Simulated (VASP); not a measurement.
# Al32Cu (a cell with a defect) in VASP: notebook, part 2 of 2

VASP 6.6.1. The steps go on from the part before.

## Step 4: Single point, PBE+D3(BJ)

Input file INCAR:

```
SYSTEM = Al32Cu
PREC = Accurate ; ENCUT = 520
EDIFF = 1E-6 ; ISMEAR = -1
SIGMA = 0.05 ; LREAL = Auto
LASPH = .True. ; NELM = 100
ALGO = Normal ; ISIF = 2
LWAVE = .False. ; LCHARG = .False.
GGA = PE ; IVDW = 12
NBANDS = 76
```

Input file KPOINTS:

```
regular mesh
0
Gamma
  2 2 2
  0 0 0
```

Input file POSCAR:

```
Al32Cu
1.0
    8.1000000000      0.0000000000      0.0000000000
    0.0000000000      8.1000000000      0.0000000000
    0.0000000000      0.0000000000      8.1000000000
Al Cu
32 1
Direct
    0.4996123457     -0.0097561728      0.0000055556
    0.7088364198      0.2498296296     -0.0000137037
    0.7461383951     -0.0035283951      0.2536865432
    0.0001811111     -0.0395225926     -0.0000119753
    0.2893607407      0.2498535802     -0.0000118519
    0.4996206173      0.5098243210      0.0000053086
    0.7401644444      0.7503103704      0.0000053086
    0.2537296296     -0.0037624691      0.2539167901
    0.4996160494      0.2501230864      0.2597877778
    0.7463434568      0.5036218519      0.2534801235
    0.4999379012     -0.0027414815      0.5000006173
    0.7401616049      0.2501223457      0.5000172840
    0.7461260494     -0.0035407407      0.7463161728
    0.0002038272      0.5410023457     -0.0000135802
    0.2597506173      0.7503171605      0.0000055556
    0.0001924691      0.2498416049      0.2903097531
    0.2535388889      0.5038702469      0.2537298765
    0.4999440741      0.7500449383      0.2528717284
   -0.0001554321     -0.0097576543      0.5000177778
    0.2597501235      0.2501267901      0.5000179012
    0.4999471605      0.5029855556      0.5000001235
    0.7469875309      0.7500418519      0.5000001235
    0.2537409877     -0.0037737037      0.7460867901
    0.4996153086      0.2501233333      0.7402104938
    0.7463302469      0.5036350617      0.7465219753
   -0.0001514815      0.7503141975      0.2597896296
   -0.0001507407      0.5098287654      0.5000172840
    0.2527130864      0.7500511111      0.5000006173
    0.0001906173      0.2498430864      0.7097802469
    0.2535512346      0.5038823457      0.7462729630
    0.4999434568      0.7500454321      0.7471393827
   -0.0001518519      0.7503148148      0.7402086420
   -0.0011697531      0.2509604938      0.0000596296
```

Potentials or basis: VASP PAW PBE potentials, release 64 (Al, Cu).

Launch:

```
cat potpaw_PBE.64/Al/POTCAR potpaw_PBE.64/Cu/POTCAR > POTCAR
mpirun -np 1 vasp_std > vasp.out
```

OUTCAR:

```text
SYSTEM = Al32Cu
   PREC = Accurate
   ENCUT = 520
   EDIFF = 1E-6
   ISMEAR = -1
   LREAL = Auto
   LASPH = .True.
   NELM = 100
   ISIF = 2
   GGA = PE
   IVDW = 12
 IVDW          = 12

 ion  position               nearest neighbor table
   1  0.500  0.990  0.000-   2 2.70   5 2.71  15 2.75   7 2.75  31 2.82  18 2.82  23 2.86   8 2.86
                            13 2.87   3 2.87   9 2.98  24 2.98
   2  0.709  0.250  1.000-  33 2.35   1 2.70  24 2.70   9 2.70   6 2.70  13 2.92   3 2.92  25 2.92
                            10 2.92   4 3.33  29 3.33  16 3.33  14 3.34
   3  0.746  0.996  0.254-  11 2.82  18 2.82  22 2.82   7 2.86  26 2.86  12 2.86  19 2.86   9 2.87
                             1 2.87   2 2.92  16 2.92   4 2.92
   4  0.000  0.960  1.000-  33 2.35  15 2.71  32 2.71  26 2.71   7 2.71  23 2.92   8 2.92  13 2.92
                             3 2.92   5 3.31  29 3.32  16 3.32   2 3.33
   5  0.289  0.250  1.000-  33 2.35   1 2.71  24 2.71   9 2.71   6 2.71  23 2.92   8 2.92  30 2.92
                            17 2.92   4 3.31  29 3.32  16 3.32  14 3.32
   6  0.500  0.510  0.000-   2 2.70   5 2.71  15 2.75   7 2.76  31 2.83  18 2.83  30 2.86  17 2.86
                            25 2.87  10 2.87   9 2.98  24 2.98
   7  0.740  0.750  0.000-  14 2.70   4 2.71   1 2.75   6 2.76  18 2.83  31 2.83  13 2.86   3 2.86
                            25 2.87  10 2.87  26 2.98  32 2.98
   8  0.254  0.996  0.254-  28 2.82  11 2.82  18 2.82   9 2.86   1 2.86  26 2.86  15 2.86  19 2.86
                            20 2.86  16 2.92   4 2.92   5 2.92
   9  0.500  0.250  0.260-   2 2.70   5 2.71  20 2.75  12 2.75  21 2.83  11 2.83   8 2.86  17 2.86
[... 32 lines left out ...]
                            24 2.87   2 2.92  14 2.92  29 2.92
  26  1.000  0.750  0.260-  14 2.70   4 2.71  19 2.75  27 2.75  22 2.83  28 2.83   8 2.86   3 2.86
                            17 2.87  10 2.87   7 2.98  15 2.98
  27  1.000  0.510  0.500-  16 2.71  29 2.71  32 2.75  26 2.75  22 2.83  28 2.83  30 2.86  17 2.86
                            25 2.86  10 2.86  12 2.97  20 2.98
  28  0.253  0.750  0.500-  23 2.82   8 2.82  30 2.82  17 2.82  19 2.82  32 2.83  26 2.83  27 2.83
                            21 2.83  18 2.83  31 2.83  11 2.83
  29  0.000  0.250  0.710-  33 2.35  20 2.70  19 2.70  27 2.71  12 2.71  23 2.92  30 2.92  13 2.92
                            25 2.92   5 3.32   4 3.32  14 3.33   2 3.33
  30  0.254  0.504  0.746-  28 2.82  31 2.82  21 2.82   6 2.86  24 2.86  27 2.86  20 2.86  32 2.87
                            15 2.87  14 2.92  29 2.92   5 2.92
  31  0.500  0.750  0.747-  23 2.82  30 2.82  13 2.82  25 2.82  15 2.82   1 2.82   7 2.83   6 2.83
                            22 2.83  21 2.83  11 2.83  28 2.83
  32  1.000  0.750  0.740-  14 2.70   4 2.71  19 2.75  27 2.75  22 2.83  28 2.83  23 2.86  13 2.86
                            30 2.87  25 2.87   7 2.98  15 2.98
  33  0.999  0.251  0.000-   2 2.35  14 2.35  16 2.35  29 2.35   4 2.35   5 2.35

  LATTYP: Found a simple cubic cell.
 ALAT       =     8.1000000000

  Lattice vectors:

 A1 = (   8.1000000000,   0.0000000000,   0.0000000000)
 A2 = (   0.0000000000,   8.1000000000,   0.0000000000)
 A3 = (   0.0000000000,   0.0000000000,   8.1000000000)

Analysis of symmetry for initial positions (statically):
=====================================================================
 Subroutine PRICEL returns:
 Original cell was already a primitive cell.

 Routine SETGRP: Setting up the symmetry group for a
 simple cubic supercell.

 Subroutine GETGRP returns: Found  1 space group operations
 (whereof  1 operations were pure point group operations)
 out of a pool of 48 trial point group operations.

The static configuration has the point symmetry C_1 .

[... 140 lines left out ...]
   number of dos      NEDOS =    301   number of ions     NIONS =     33
   total plane-waves  NPLWV = 216000
   dimension x,y,z NGX =    60 NGY =   60 NGZ =   60
   dimension x,y,z NGXF=   120 NGYF=  120 NGZF=  120
   ions per type =              32   1
   NGX,Y,Z   is equivalent  to a cutoff of  12.31, 12.31, 12.31 a.u.
   NGXF,Y,Z  is equivalent  to a cutoff of  24.63, 24.63, 24.63 a.u.
 SYSTEM =  Al32Cu
   PREC   = accura    normal or accurate (medium, high low for compatibility)
   ISTART =      0    job   : 0-new  1-cont  2-samecut
   ICHARG =      2    charge: 1-file 2-atom 10-const
   ISPIN  =      1    spin polarized calculation?
   LNONCOLLINEAR =      F non collinear calculations
   LSORBIT =      F    spin-orbit coupling
   LASPH  =      T    aspherical Exc in radial PAW
   ENCUT  =  520.0 eV  38.22 Ry    6.18 a.u.  15.06 15.06 15.06*2*pi/ulx,y,z
   NELM   =    100;   NELMIN=  2; NELMDL= -5     # of ELM steps
   EDIFF  = 0.1E-05   stopping-criterion for ELM
   LREAL  =      T    real-space projection
   EDIFFG = 0.1E-04   stopping-criterion for IOM
   NSW    =      0    number of steps for IOM
   IBRION =     -1    ionic relax: 0-MD 1-quasi-New 2-CG
   NFREE  =      0    steps in history (QN), initial steepest desc. (CG)
   ISIF   =      2    stress and relaxation
   ISYM   =      2    0-nonsym 1-usesym 2-fastsym
   POTIM  = 0.5000    time-step for ionic-motion
   TEBEG  =    0.0;   TEEND  =   0.0 temperature during run
   PSTRESS=    0.0 pullay stress
   NELECT =     107.0000    total number of electrons
   NUPDOWN=      -1.0000    fix difference up-down
   EMIN   =  10.00;   EMAX   =-10.00  energy-range for DOS
   EFERMI =   0.00;   METHOD = LEGACY
   ISMEAR =    -1;   SIGMA  =   0.05  broadening in eV -4-tet -1-fermi 0-gaus
   EFERMI_NEDOS =   21; number of points for ismear=-14 and -15
   IALGO  =     38    algorithm
   IMIX   =      4    mixing-type and parameters
     AMIX     =   0.40;   BMIX     =  1.00
     AMIX_MAG =   1.60;   BMIX_MAG =  1.00
  volume/ion in A,a.u.               =      16.10       108.68
  Fermi-wavevector in a.u.,A,eV,Ry     =   0.959513  1.813218 12.526422  0.920666
  Thomas-Fermi vector in A             =   2.088716
   LORBIT       =      0    0 simple, 1 ext, 2 COOP (PROOUT), +10 PAW based schemes
   GGA     = PE    functional components
   LHFCALC =     F    Hartree Fock is set to
   AEXX    =    0.0000 exact exchange contribution
   IVDW    =    12    specifies the selected vdW correction
   LEPSILON=     F    determine dielectric tensor
   LRPA    =     F    only Hartree local field effects (RPA)
 non-spin polarized calculation
  energy-cutoff  :      520.00
  volume of cell :      531.44
 maximum number of plane-waves:     14400
   NGX = 31   NGY = 31   NGZ = 31

 number of electron     106.9999991 magnetization

 Free energy of the ion-electron system (eV)
  ---------------------------------------------------
  ext. energy  EPLUGINS =         0.00000000
  ---------------------------------------------------
  free energy    TOTEN  =      -122.77997147 eV

  energy without entropy =     -122.66098186  energy(sigma->0) =     -122.72047666

 E-fermi :   7.7852     XC(G=0): -10.2980

 val. band max:        7.7372023028   @ k =   0.0000   0.0000   0.5000
 cond. band min:       7.7867782239   @ k =   0.5000   0.0000   0.0000
 fundamental gap:      0.0495759211
 Fermi energy:         7.7851571830

 k-point     1 :       0.0000    0.0000    0.0000
  band No.  band energies     occupation
      1      -3.0680      2.00000
      2      -0.9980      2.00000
      3      -0.9980      2.00000
      4      -0.7450      2.00000
      5      -0.7450      2.00000
      6      -0.7449      2.00000
[... 533 lines left out ...]
     64      11.2153      0.00000
     65      11.3867      0.00000
 [bands above 65 left out]

------------------------ aborting loop because EDIFF is reached ----------------------------------------

 Edisp (eV)  -11.45783

 E8    (eV) :    -5.1196

  FORCE on cell =-STRESS in cart. coord.  units (eV):
  Direction    XX          YY          ZZ          XY          YZ          ZX
  --------------------------------------------------------------------------------------
  -------------------------------------------------------------------------------------
  Total      -2.21328    -2.21098    -2.20995     0.00158    -0.00008     0.00072
  in kB      -6.67255    -6.66561    -6.66251     0.00478    -0.00023     0.00218
  external pressure =       -6.67 kB  Pullay stress =        0.00 kB

 VOLUME and BASIS-vectors are now :
 -----------------------------------------------------------------------------
  energy-cutoff  :      520.00
  volume of cell :      531.44
      direct lattice vectors                 reciprocal lattice vectors
     8.100000000  0.000000000  0.000000000     0.123456790  0.000000000  0.000000000
     0.000000000  8.100000000  0.000000000     0.000000000  0.123456790  0.000000000
     0.000000000  0.000000000  8.100000000     0.000000000  0.000000000  0.123456790

 POSITION                                       TOTAL-FORCE (eV/Angst)
 -----------------------------------------------------------------------------------
      4.04686      8.02098      0.00005        -0.001831     -0.022358      0.000005
      5.74158      2.02362      8.09989        -0.001629      0.000184     -0.000030
      6.04372      8.07142      2.05486         0.004200      0.003701     -0.003832
      0.00147      7.77987      8.09990        -0.001517     -0.006607      0.000277
      2.34382      2.02381      8.09990         0.004119      0.000964     -0.000075
      4.04693      4.12958      0.00004        -0.001154      0.022989      0.000010
[... 25 lines left out ...]
      8.09877      6.07755      5.99569        -0.000087      0.000922     -0.022688
      8.09052      2.03278      0.00048         0.009137     -0.007546     -0.000436
 -----------------------------------------------------------------------------------
    total drift:                               -0.003698      0.004554     -0.001440

  FREE ENERGIE OF THE ION-ELECTRON SYSTEM (eV)
  ---------------------------------------------------
  free  energy   TOTEN  =      -134.2378003708 eV

  energy  without entropy=     -134.1188107628  energy(sigma->0) =     -134.17830557
```

Wall time 8.6 min (1 thread of AMD EPYC 7R13 (Zen 3), shared host); peak memory 0.54 GiB.

What came out:

* Free energy: -134.2378 eV
* Pressure: -0.7 GPa
* Largest force: 0.030 eV/Å
* Band gap on the k mesh: zero (an odd number of electrons rules out a gap without spin polarisation)
* Dispersion energy per atom: -0.347 eV

Forces on the atoms (eV/Å):
```
Al  -0.002 -0.022  0.000
Al  -0.002  0.000  0.000
Al   0.004  0.004 -0.004
Al  -0.002 -0.007  0.000
Al   0.004  0.001  0.000
Al  -0.001  0.023  0.000
Al  -0.023  0.002  0.000
Al  -0.004  0.005 -0.005
Al  -0.001  0.000  0.023
Al   0.003 -0.003 -0.002
Al   0.001 -0.028  0.000
Al  -0.023  0.001  0.000
Al   0.004  0.004  0.004
Al  -0.001  0.003  0.000
Al   0.022  0.001  0.000
Al  -0.002  0.002  0.005
Al  -0.004 -0.004 -0.004
Al   0.001 -0.001  0.030
Al  -0.001 -0.022  0.000
Al   0.022  0.001  0.000
Al   0.001  0.028  0.000
Al  -0.028 -0.001  0.000
Al  -0.004  0.004  0.005
Al  -0.001  0.000 -0.023
Al   0.004 -0.003  0.002
Al   0.000  0.001  0.023
Al  -0.001  0.023  0.000
Al   0.028  0.000  0.000
Al  -0.002  0.002 -0.005
Al  -0.004 -0.004  0.004
Al   0.001 -0.001 -0.030
Al   0.000  0.001 -0.023
Cu   0.009 -0.008  0.000
```

Levels at points of the mesh, in eV from the Fermi level:
```
           k point  band 50  band 51  band 52  band 53  band 54  band 55  band 56  band 57
(0.00, 0.00, 0.00)    -0.26     0.18     0.18     0.55     0.56     0.56     0.56     1.24
(0.50, 0.00, 0.00)    -0.14    -0.14    -0.14    -0.12    -0.05    -0.05     0.00     0.62
(0.00, 0.50, 0.00)    -0.14    -0.14    -0.14    -0.12    -0.05    -0.05     0.00     0.62
(0.00, 0.00, 0.50)    -0.14    -0.14    -0.14    -0.12    -0.05    -0.05     0.00     0.62
(0.50, 0.50, 0.00)    -0.22    -0.22    -0.21     0.29     0.83     0.83     0.94     1.08
(0.00, 0.50, 0.50)    -0.22    -0.22    -0.21     0.29     0.83     0.83     0.94     1.08
(0.50, 0.00, 0.50)    -0.22    -0.22    -0.21     0.29     0.83     0.83     0.94     1.08
(0.50, 0.50, 0.50)    -0.50    -0.50    -0.47    -0.47    -0.47    -0.42    -0.42    -0.38
```

Caveat: the k points lie up to 0.39 Å⁻¹ apart, too coarse for converged energies and pressures of a metal.

The gap in the log of VASP goes by the Fermi energy; the results here count the filled bands.